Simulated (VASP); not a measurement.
A run of VASP 6.6.1 is set up as follows.

Contents of INCAR:

```
SYSTEM = Y
ALGO = Normal
EDIFF = 1E-6
ENCUT = 520
GGA = PS
ISIF = 2
ISMEAR = -1
LASPH = .TRUE.
LCHARG = .FALSE.
LREAL = .FALSE.
LWAVE = .FALSE.
NBANDS = 18
NELM = 100
PREC = Accurate
SIGMA = 0.08
```

File KPOINTS:

```
k-points
0
G
  10 10 10
  0 0 0
```

The input POSCAR:

```
Y
1.0
    0.0000000000      3.0011857711      3.0011857711
    3.0011857711      0.0000000000      3.0011857711
    3.0011857711      3.0011857711      0.0000000000
Y
2
Direct
   -0.1250000000     -0.1250000000     -0.1250000000
    0.1250000000      0.1250000000      0.1250000000
```

Potentials or basis: VASP PAW PBE potentials, release 64 (Y_sv).

Run with:

```sh
$ cat potpaw_PBE.64/Y_sv/POTCAR > POTCAR
$ mpirun -np 1 vasp_std > vasp.out
```

Question: Predict the band gap on the k mesh.

Answer: Zero (bands 11 and 12 overlap by 1.35 eV).

Question: Predict the pressure.

Answer: 6.8 GPa.

Caveat: the cell stands under pressure; the PAW data sets were made with another functional, which shifts forces and pressure a little.
